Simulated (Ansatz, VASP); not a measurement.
Given: the input of a run of Ansatz 0.2.0 on MgO.

input.yaml

```yaml
crystal:
  lattice:
    - [3.2855864049, 0.0, 0.0]
    - [-1.6427932025, 2.845401293, 0.0]
    - [0.0, 0.0, 4.9494385035]
  atoms:
    - { symbol: Mg, position: [0.6666666667, 0.3333333333, 0.50215974] }
    - { symbol: Mg, position: [0.3333333333, 0.6666666667, 0.00215974] }
    - { symbol: O, position: [0.6666666667, 0.3333333333, 0.90244026] }
    - { symbol: O, position: [0.3333333333, 0.6666666667, 0.40244026] }
hamiltonian:
  xc: lda
  pseudopotentials: { kind: paw }
kpoints:
  mp_grid: { grid: [9, 9, 6] }
scf:
  occupations: { method: fermi_dirac, width: 0.05 }
output:
  forces: true
  stress: true
  eigenvalues: true
```

Potentials or basis: Ansatz PAW.

The run is started by

```console
$ ansatz run input.yaml --threads 1 --pin off --max-ram 3584MiB --backend cpu --events-out ev --progress --plain --runs-dir out
```

Task: Translate it to VASP 6.6.1. Potentials there: VASP PAW LDA potentials, release 64 (Mg_sv, O).

Result: As run (the cutoff follows the program's own potentials):

File INCAR:

```
SYSTEM = MgO
PREC = Accurate
ENCUT = 750
EDIFF = 1E-6
ISMEAR = -1
SIGMA = 0.05
LREAL = .False.
LASPH = .True.
NELM = 120
ALGO = Normal
ISIF = 2
LWAVE = .False.
LCHARG = .True.
LELF = .True.
LVHAR = .True.
NBANDS = 24
GGA_COMPAT = .False.
```

Contents of KPOINTS:

```
Automatic mesh
0
Gamma
  9 9 6
  0 0 0
```

POSCAR

```
MgO
1.0
    3.2855864049      0.0000000000      0.0000000000
   -1.6427932025      2.8454012930      0.0000000000
    0.0000000000      0.0000000000      4.9494385035
Mg O
2 2
Direct
    0.6666666667      0.3333333333      0.5021597400
    0.3333333333      0.6666666667      0.0021597400
    0.6666666667      0.3333333333      0.9024402600
    0.3333333333      0.6666666667      0.4024402600
```

Potentials or basis: VASP PAW LDA potentials, release 64 (Mg_sv, O).

Run with:

```bash
$ cat potpaw_LDA.64/Mg_sv/POTCAR potpaw_LDA.64/O/POTCAR > POTCAR
$ mpirun -np 1 vasp_std > vasp.out
```

Both were run:

|  | VASP | Ansatz | Ansatz less VASP |
| --- | --- | --- | --- |
| gap on the k mesh at the Fermi level (eV) | 3.48 | 3.47 | -0.010 |
| least direct gap on the mesh (eV) | 3.48 | 3.47 | -0.010 |
| pressure (GPa) | -1.8 | -1.9 | -0.03 |
| traceless stress, the component that is largest in VASP (GPa) | -0.04 | 0.07 | +0.110 |
| rms of the force components (eV/Å) | 0.008 | 0.012 | +0.0044 |

LDA's correlation is that of Perdew and Zunger in VASP and of Perdew and Wang (1992) in Ansatz. Atom by atom the forces differ by 0.004 eV/Å (rms over components).

Noted on Ansatz's run: odd divisions of the mesh miss points on the zone boundary, where band edges often lie, so the gap on the mesh can be too wide.
